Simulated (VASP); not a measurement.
## LiPbF3: single point with HSE06

Crystal: LiPbF3.

```xyz
5
Lattice="3.9305 0.0000 0.0000 0.0000 3.9305 0.0000 0.0000 0.0000 3.9305" Properties=species:S:1:pos:R:3 pbc="T T T"
Li    0.0000    0.0000    0.0000
Pb    1.9653    1.9653    1.9653
F     1.9653    0.0000    0.0000
F     0.0000    1.9653    0.0000
F     0.0000    0.0000    1.9653
```

| Item | Value |
| --- | --- |
| Program | VASP 6.6.1 |
| Task | single point |
| Functional | HSE06 |
| Potentials or basis | VASP PAW PBE potentials, release 64 (Li_sv, Pb_d, F) |
| Cutoff | 520 eV |
| k mesh | 4 × 4 × 4 |
| Occupations | gaussian, width 0.02 eV |
| Spin | no spin polarisation |
| Dipole correction | no |
| Grid for exact exchange (PRECFOCK) | Fast |
| Further INCAR settings | ALGO = Normal; EDIFF = 1e-07; NBANDS = 27 |
| Share of exact exchange | 0.25 |
| Screening parameter | 0.2079 1/Å |

* Band gap on the k mesh: 5.28 eV

Levels at points of the mesh, in eV from the valence-band top:
```csv
k point,band 16,band 17,band 18,band 19,band 20,band 21,band 22,band 23
"(0.00, 0.00, 0.00)",-1.78,-1.30,-1.30,-1.30,10.04,10.04,10.04,13.41
"(0.50, 0.00, 0.00)",-1.90,-1.34,-1.34,0.00,5.28,9.19,9.19,15.03
"(0.50, 0.50, 0.00)",-2.01,-1.23,-1.01,-0.37,6.99,6.99,8.49,15.59
"(0.50, 0.50, 0.50)",-1.22,-1.04,-1.04,-1.04,8.56,8.56,8.56,13.74
```

Wall time 9.6 min on 1 thread of Intel(R) Xeon(R) Platinum 8375C CPU @ 2.90GHz (Ice Lake), with other jobs on the host, peak memory 0.28 GiB.

Caveat: spin-orbit coupling is left out, which moves the levels of the heavy elements. A k mesh can miss the band edges.
